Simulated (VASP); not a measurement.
# BP (F-43m) in VASP: further runs

The runs below take BP through relaxation of cell and atoms, with PBEsol, LDA, r2SCAN.

All numbers are computed with VASP 6.6.1; they aren't measurements. Logs are shortened: lines on timing, memory, paths and dates and some standing lists are left out, and cuts for length are marked.

## (1) The cell of the first run

Symmetry: F-43m, No. 216, cubic system. The conventional cell has a = 4.538 Å, b = 4.538 Å, c = 4.538 Å, α = 90.00°, β = 90.00°, γ = 90.00°. Within 2.6 Å of B (site symmetry -43m) lie 4 P at 1.97 Å. Within 2.6 Å of P (site symmetry -43m) lie 4 B at 1.97 Å.

## (2) Relaxation of cell and atoms, PBEsol

The input, INCAR:

```
PREC = Accurate
ENCUT = 600
EDIFF = 1E-6
ISMEAR = -1
SIGMA = 0.02
LREAL = False
LASPH = True
NELM = 80
ALGO = Normal
ISIF = 3
LWAVE = False
LCHARG = False
GGA = PS
IBRION = 2
NSW = 80
EDIFFG = -0.01
```

The input, KPOINTS:

```
Automatic mesh
0
Gamma
  10 10 10
```

The input, POSCAR:

```
BP
1.0
    0.0000000000      2.2690000000      2.2690000000
    2.2690000000      0.0000000000      2.2690000000
    2.2690000000      2.2690000000      0.0000000000
B P
1 1
Direct
    0.0000000000      0.0000000000      0.0000000000
    0.2500000000      0.2500000000      0.2500000000
```

Potentials or basis: VASP PAW PBE potentials, release 64 (B, P).

The run is started by

```console
cat potpaw_PBE.64/B/POTCAR potpaw_PBE.64/P/POTCAR > POTCAR
mpirun -np 1 vasp_std > vasp.out
```

OUTCAR:

```text
PREC = Accurate
   ENCUT = 600
   EDIFF = 1E-6
   ISMEAR = -1
   LREAL = False
   LASPH = True
   NELM = 80
   ISIF = 3
   GGA = PS
   IBRION = 2
   NSW = 80
   EDIFFG = -0.01

 ion  position               nearest neighbor table
   1  0.000  0.000  0.000-   2 1.97   2 1.97   2 1.97   2 1.97
   2  0.250  0.250  0.250-   1 1.97   1 1.97   1 1.97   1 1.97

  LATTYP: Found a face centered cubic cell.
 ALAT       =     4.5380000000

  Lattice vectors:

 A1 = (   0.0000000000,   2.2690000000,   2.2690000000)
 A2 = (   2.2690000000,   0.0000000000,   2.2690000000)
 A3 = (   2.2690000000,   2.2690000000,   0.0000000000)

Analysis of symmetry for initial positions (statically):
=====================================================================
 Subroutine PRICEL returns:
 Original cell was already a primitive cell.

 Routine SETGRP: Setting up the symmetry group for a
 face centered cubic supercell.

 Subroutine GETGRP returns: Found 24 space group operations
 (whereof 24 operations were pure point group operations)
 out of a pool of 48 trial point group operations.

The static configuration has the point symmetry T_d .

Analysis of symmetry for dynamics (positions and initial velocities):
=====================================================================
 Subroutine PRICEL returns:
 Original cell was already a primitive cell.

 Routine SETGRP: Setting up the symmetry group for a
 face centered cubic supercell.

 Subroutine GETGRP returns: Found 24 space group operations
 (whereof 24 operations were pure point group operations)
 out of a pool of 48 trial point group operations.

The dynamic configuration has the point symmetry T_d .

 Subroutine INISYM returns: Found 24 space group operations
 (whereof 24 operations are pure point group operations),
 and found     1 'primitive' translations

----------------------------------------------------------------------------------------

                                     Primitive cell

  volume of cell :      23.3633

  direct lattice vectors                    reciprocal lattice vectors
     0.000000000  2.269000000  2.269000000    -0.220361393  0.220361393  0.220361393
     2.269000000  0.000000000  2.269000000     0.220361393 -0.220361393  0.220361393
     2.269000000  2.269000000  0.000000000     0.220361393  0.220361393 -0.220361393
[... 91 lines left out ...]
   ISYM   =      2    0-nonsym 1-usesym 2-fastsym
   POTIM  = 0.5000    time-step for ionic-motion
   TEBEG  =    0.0;   TEEND  =   0.0 temperature during run
   PSTRESS=    0.0 pullay stress
   NELECT =       8.0000    total number of electrons
   NUPDOWN=      -1.0000    fix difference up-down
   EMIN   =  10.00;   EMAX   =-10.00  energy-range for DOS
   EFERMI =   0.00;   METHOD = LEGACY
   ISMEAR =    -1;   SIGMA  =   0.02  broadening in eV -4-tet -1-fermi 0-gaus
   EFERMI_NEDOS =   21; number of points for ismear=-14 and -15
   IALGO  =     38    algorithm
   IMIX   =      4    mixing-type and parameters
     AMIX     =   0.40;   BMIX     =  1.00
     AMIX_MAG =   1.60;   BMIX_MAG =  1.00
  volume/ion in A,a.u.               =      11.68        78.83
  Fermi-wavevector in a.u.,A,eV,Ry     =   1.145320  2.164342 17.847562  1.311759
  Thomas-Fermi vector in A             =   2.282009
   LORBIT       =      0    0 simple, 1 ext, 2 COOP (PROOUT), +10 PAW based schemes
   GGA     = PS    functional components
   LHFCALC =     F    Hartree Fock is set to
   AEXX    =    0.0000 exact exchange contribution
   IVDW    =     0    specifies the selected vdW correction
   LEPSILON=     F    determine dielectric tensor
   LRPA    =     F    only Hartree local field effects (RPA)
 conjugate gradient relaxation of ions
 non-spin polarized calculation
  energy-cutoff  :      600.00
  volume of cell :       23.36
 maximum number of plane-waves:       794
 NGX is ok and might be reduce to    28
   NGX = 13   NGY = 13   NGZ = 13

--------------------------------------- Ionic step        1  -------------------------------------------

 number of electron       8.0000000 magnetization

 Free energy of the ion-electron system (eV)
  ---------------------------------------------------
  ext. energy  EPLUGINS =         0.00000000
  ---------------------------------------------------
  free energy    TOTEN  =       -13.67383585 eV

  energy without entropy =      -13.67383585  energy(sigma->0) =      -13.67383585

------------------------ aborting loop because EDIFF is reached ----------------------------------------

  FORCE on cell =-STRESS in cart. coord.  units (eV):
  Direction    XX          YY          ZZ          XY          YZ          ZX
  --------------------------------------------------------------------------------------
  -------------------------------------------------------------------------------------
  Total       -0.2701413     -0.2701413     -0.2701413      0.0000000      0.0000000      0.0000000
  in kB      -18.5254219    -18.5254219    -18.5254219      0.0000000      0.0000000      0.0000000
  external PRESSURE =     -18.5254219 kB  Pullay stress =       0.0000000 kB
[... 59 lines left out ...]
--------------------------------------- Ionic step        3  -------------------------------------------

 number of electron       8.0000000 magnetization

 Free energy of the ion-electron system (eV)
  ---------------------------------------------------
  ext. energy  EPLUGINS =         0.00000000
  ---------------------------------------------------
  free energy    TOTEN  =       -13.67535475 eV

  energy without entropy =      -13.67535475  energy(sigma->0) =      -13.67535475

 E-fermi :   7.9800     XC(G=0): -11.0930

 val. band max:        7.5378140291   @ k =   0.0000   0.0000   0.0000
 cond. band min:       8.6542929041   @ k =   0.4000   0.4000   0.0000
 fundamental gap:      1.1164788750
 Fermi energy:         7.9800449269

 k-point     1 :       0.0000    0.0000    0.0000
  band No.  band energies     occupation
      1      -8.0601      2.00000
      2       7.5378      2.00000
      3       7.5378      2.00000
      4       7.5378      2.00000
      5      10.9113      0.00000
      6      10.9113      0.00000
      7      10.9113      0.00000
      8      15.0508      0.00000
[... 243 lines left out ...]
 k-point    24 :       0.4000    0.3000    0.0000
  band No.  band energies     occupation
      1      -5.0798      2.00000
      2       1.3491      2.00000
      3       3.4066      2.00000
      4       3.9589      2.00000
      5       9.2412      0.00000
      6      11.0313      0.00000
      7      17.0650      0.00000
      8      17.0686      0.00000

 [... further k-points ...]
[... 5 lines left out ...]
  --------------------------------------------------------------------------------------
  -------------------------------------------------------------------------------------
  Total        0.0005542      0.0005542      0.0005542      0.0000000     -0.0000000      0.0000000
  in kB        0.0384308      0.0384308      0.0384308      0.0000000     -0.0000000      0.0000000
  external PRESSURE =       0.0384308 kB  Pullay stress =       0.0000000 kB
[... 17 lines left out ...]
  FREE ENERGIE OF THE ION-ELECTRON SYSTEM (eV)
  ---------------------------------------------------
  free  energy   TOTEN  =       -13.6753547507 eV

  energy  without entropy=      -13.6753547507  energy(sigma->0) =      -13.67535475

 reached required accuracy - stopping structural energy minimisation
```

OSZICAR:

```text
N       E                     dE             d eps       ncg     rms          rms(c)
DAV:   1     0.136660299333E+02    0.13666E+02   -0.44613E+03   752   0.100E+03
DAV:   2    -0.140304146866E+02   -0.27696E+02   -0.26704E+02  1160   0.120E+02
DAV:   3    -0.143813195450E+02   -0.35090E+00   -0.35090E+00   880   0.175E+01
DAV:   4    -0.143825047176E+02   -0.11852E-02   -0.11852E-02  1208   0.990E-01
[... 19 lines left out ...]
DAV:   2    -0.136755084791E+02    0.51148E-03   -0.10674E-03   976   0.208E-01    0.926E-02
DAV:   3    -0.136753693670E+02    0.13911E-03   -0.29733E-04   856   0.993E-02    0.240E-02
DAV:   4    -0.136753579945E+02    0.11373E-04   -0.11736E-05   976   0.255E-02    0.190E-02
DAV:   5    -0.136753550765E+02    0.29179E-05   -0.26732E-06   880   0.115E-02    0.888E-03
DAV:   6    -0.136753547507E+02    0.32583E-06   -0.64908E-08   376   0.219E-03
   3 F= -.13675355E+02 E0= -.13675355E+02  d E =-.151891E-02
```

CONTCAR:

```text
BP
   1.00000000000000
     0.0000000000000000    2.2605516538625854    2.2605516538625854
     2.2605516538625854    0.0000000000000000    2.2605516538625854
     2.2605516538625854    2.2605516538625854    0.0000000000000000
  B               P
     1     1
Direct
     0.0000000000000000    0.0000000000000000    0.0000000000000000
     0.2500000000000000    0.2500000000000000    0.2500000000000000

  0.00000000E+00  0.00000000E+00  0.00000000E+00
  0.00000000E+00  0.00000000E+00  0.00000000E+00
```

Wall time 10 s (1 thread of Intel Xeon 6975P-C (Granite Rapids), shared host); peak memory 0.15 GiB.

What came out:

```
Free energy                            : -13.6754 eV
Relaxed volume                         : 11.55 Å³/atom
Relaxed cell                           : a = 3.197 Å, b = 3.197 Å, c = 3.197 Å, α = 60.00°, β = 60.00°, γ = 60.00°
Space group after relaxing (to 0.05 Å) : F-43m (No. 216)
Energy gained by relaxing              : 0.8 meV/atom
Ionic steps                            : 3
Pressure after relaxing                : 0.0 GPa
Band gap on the k mesh                 : 1.12 eV, indirect (least direct gap 3.37 eV)
```

Step by step:
| step | energy change (eV) | largest force (eV/Å) | pressure (GPa) | volume (Å³) |
| --- | --- | --- | --- | --- |
| 1 | 0.0000 | 0.0000 | -1.85 | 23.36 |
| 2 | -0.0006 | 0.0000 | 1.45 | 22.91 |
| 3 | -0.0015 | 0.0000 | 0.00 | 23.10 |

Final structure:
```
CELL_PARAMETERS angstrom
0.00000 2.26055 2.26055
2.26055 0.00000 2.26055
2.26055 2.26055 0.00000
ATOMIC_POSITIONS crystal
B 0.00000 0.00000 0.00000
P 0.25000 0.25000 0.25000
```

Caveat: the PAW data sets were made with another functional, which shifts forces and pressure a little. Expect the measured gap to be larger: semilocal functionals such as PBEsol lack the derivative discontinuity.

## (3) Relaxation of cell and atoms, LDA

The input, INCAR:

```
PREC = Accurate
ENCUT = 600
EDIFF = 1E-6
ISMEAR = -1
SIGMA = 0.02
LREAL = F
LASPH = T
NELM = 80
ALGO = Normal
ISIF = 3
LWAVE = F
LCHARG = F
GGA = CA
IBRION = 2
NSW = 80
EDIFFG = -0.01
```

The input, KPOINTS:

```
regular mesh
0
Gamma
  10 10 10
```

POSCAR is that of step 2.

Potentials or basis: VASP PAW LDA potentials, release 64 (B, P).

The run is started by

```console
cat potpaw_LDA.64/B/POTCAR potpaw_LDA.64/P/POTCAR > POTCAR
mpirun -np 1 vasp_std > vasp.out
```

It took 9.5 s on 1 thread of Intel Xeon 6975P-C (Granite Rapids), shared host; peak memory 0.13 GiB.

The run converged. Its results:

```yaml
Free_energy: -14.4013 eV
Relaxed_volume: 11.31 Å³/atom
Relaxed_cell: a = 3.175 Å, b = 3.175 Å, c = 3.175 Å, α = 60.00°, β = 60.00°, γ = 60.00°
Space_group_after_relaxing_to_0.05_Å: F-43m (No. 216)
Energy_gained_by_relaxing: 6.3 meV/atom
Ionic_steps: 3
Pressure_after_relaxing: 0.0 GPa
Band_gap_on_the_k_mesh: 1.15 eV, indirect (least direct gap 3.43 eV)
```

Step by step:
| step | energy change (eV) | largest force (eV/Å) | pressure (GPa) | volume (Å³) |
| --- | --- | --- | --- | --- |
| 1 | 0.0000 | 0.0000 | -5.32 | 23.36 |
| 2 | -0.0051 | 0.0000 | 4.50 | 22.08 |
| 3 | -0.0126 | 0.0000 | -0.01 | 22.63 |

Final structure:
```xyz
2
Lattice="0.0000 2.2449 2.2449 2.2449 0.0000 2.2449 2.2449 2.2449 0.0000" Properties=species:S:1:pos:R:3 pbc="T T T"
B     0.0000    0.0000    0.0000
P     1.1224    1.1224    1.1224
```

Levels at points of the mesh, in eV from the valence-band top:
```
           k point  band 2  band 3  band 4  band 5  band 6  band 7
(0.00, 0.00, 0.00)    0.00    0.00    0.00    3.43    3.43    3.43
(0.50, 0.00, 0.00)   -9.24   -1.79   -1.79    3.98    4.70    4.70
(0.50, 0.50, 0.00)   -8.65   -4.22   -4.22    1.24    1.53   12.30
```

A k mesh can miss the band edges. LDA usually gives volumes a few per cent too small.

## (4) Relaxation of cell and atoms, r2SCAN

POSCAR is that of step 3.

The input, INCAR.step1:

```
ALGO = Normal ; EDIFF = 1E-4
ENCUT = 600 ; GGA = PE
ISMEAR = -1 ; LASPH = T
LCHARG = F ; LREAL = F
LWAVE = T ; NELM = 60
PREC = Accurate ; SIGMA = 0.02
```

The input, INCAR.step2:

```
ALGO = Normal ; EDIFF = 1E-7
EDIFFG = -0.01 ; ENCUT = 600
IBRION = 2 ; ISIF = 3
ISMEAR = -1 ; ISTART = 1
LASPH = T ; LCHARG = F
LMIXTAU = T ; LREAL = F
LWAVE = F ; METAGGA = R2SCAN
NELM = 60 ; NSW = 80
PREC = Accurate ; SIGMA = 0.02
```

The input, KPOINTS:

```
k-points
0
Gamma
  10 10 10
```

Potentials or basis: VASP PAW PBE potentials, release 64 (B, P).

The run is started by

```console
cat potpaw_PBE.64/B/POTCAR potpaw_PBE.64/P/POTCAR > POTCAR
cp INCAR.step1 INCAR
mpirun -np 1 vasp_std > vasp.out
cp INCAR.step2 INCAR
mpirun -np 1 vasp_std > vasp.out
```

Wall time 53 s (1 thread of Intel Xeon 6975P-C (Granite Rapids), shared host); peak memory 0.16 GiB.

It converged, with:

| Quantity | Value |
| --- | --- |
| Free energy | -17.3140 eV |
| Relaxed volume | 11.64 Å³/atom |
| Relaxed cell | a = 3.205 Å, b = 3.205 Å, c = 3.205 Å, α = 60.00°, β = 60.00°, γ = 60.00° |
| Space group after relaxing (to 0.05 Å) | F-43m (No. 216) |
| Energy gained by relaxing | 0.1 meV/atom |
| Ionic steps | 3 |
| Pressure after relaxing | 0.0 GPa |
| Band gap on the k mesh | 1.44 eV, indirect (least direct gap 3.65 eV) |

The path:
```
step  energy change (eV)  largest force (eV/Å)  pressure (GPa)  volume (Å³)
   1              0.0000                0.0000           -0.66        23.36
   2             -0.0001                0.0000            0.53        23.20
   3             -0.0002                0.0000            0.01        23.27
```

Final structure:
```
B P
1.0
     0.00000    2.26602    2.26602
     2.26602    0.00000    2.26602
     2.26602    2.26602    0.00000
B P
1 1
Direct
  0.00000 0.00000 0.00000
  0.25000 0.25000 0.25000
```

Levels at points of the mesh, in eV from the valence-band top:
| k point | band 1 | band 2 | band 3 | band 4 | band 5 | band 6 | band 7 | band 8 |
| --- | --- | --- | --- | --- | --- | --- | --- | --- |
| (0.00, 0.00, 0.00) | -16.30 | 0.00 | 0.00 | 0.00 | 3.65 | 3.65 | 3.65 | 8.07 |
| (0.50, 0.00, 0.00) | -12.79 | -9.53 | -1.87 | -1.87 | 4.16 | 5.03 | 5.03 | 10.94 |
| (0.50, 0.50, 0.00) | -11.11 | -9.15 | -4.36 | -4.36 | 1.53 | 1.91 | 13.10 | 13.10 |

Caveat: the PAW data sets were made with another functional, which shifts forces and pressure a little. r2SCAN opens gaps a little over a GGA but as a rule still falls short of measured ones.

## (5) Overview

```tsv
level	potentials or basis	gap on the mesh (eV)	pressure (GPa)	relaxed volume (Å³/atom)
PBEsol	VASP PAW PBE potentials, release 64 (B, P)	1.12	0.0	11.55
LDA	VASP PAW LDA potentials, release 64 (B, P)	1.15	0.0	11.31
r2SCAN	VASP PAW PBE potentials, release 64 (B, P)	1.44	0.0	11.64
```

Alike in all rows: task relaxation of cell and atoms; no spin polarisation; cell relaxed; k mesh 10 × 10 × 10; cutoff (eV) 600; smearing fermi-dirac 0.02 eV.

Caveats: the PAW data sets were made with another functional, which shifts forces and pressure a little (some runs).

Absolute energies hang on the potentials; compare differences alone.
